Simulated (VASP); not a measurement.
Set up this calculation in VASP 6.6.1, as the native input.

| Item | Value |
| --- | --- |
| Task | single point |
| Functional | BLYP |
| Potentials or basis | VASP PAW PBE potentials, release 64 (Rb_sv) |
| Cutoff | 520 eV |
| k mesh | 7 × 7 × 7 |
| Occupations | fermi-dirac, width 0.05 eV |
| Spin | no spin polarisation |
| Dipole correction | no |
| Further INCAR settings | ALGO = Normal; EDIFF = 1e-07; NBANDS = 10 |

The structure of Rb lies in POSCAR:

```
Rb
1.0
   -2.8025000000      2.8025000000      2.8025000000
    2.8025000000     -2.8025000000      2.8025000000
    2.8025000000      2.8025000000     -2.8025000000
Rb
1
Direct
    0.0000000000      0.0000000000      0.0000000000
```

The input as run:

INCAR

```
SYSTEM = Rb
PREC = Accurate ; ENCUT = 520
EDIFF = 1E-7 ; ISMEAR = -1
SIGMA = 0.05 ; LREAL = .False.
LASPH = .True. ; NELM = 60
ALGO = Normal ; ISIF = 2
LWAVE = .False. ; LCHARG = .False.
GGA = B5 ; ALDAX = 1.0
AGGAX = 1.0 ; AGGAC = 1.0
ALDAC = 0.0 ; NBANDS = 10
```

KPOINTS

```
regular mesh
0
Gamma
  7 7 7
  0 0 0
```

Potentials or basis: VASP PAW PBE potentials, release 64 (Rb_sv).

Launch:

```console
$ cat potpaw_PBE.64/Rb_sv/POTCAR > POTCAR
$ mpirun -np 1 vasp_std > vasp.out
```

Results of the run:

The pressure is 0.2 GPa.

Caveat: the PAW data sets were made with another functional, which shifts forces and pressure a little.

Run time: 19 s on 1 thread of Intel(R) Xeon(R) 6975P-C (Granite Rapids), on a shared host, peak memory 0.2 GiB.
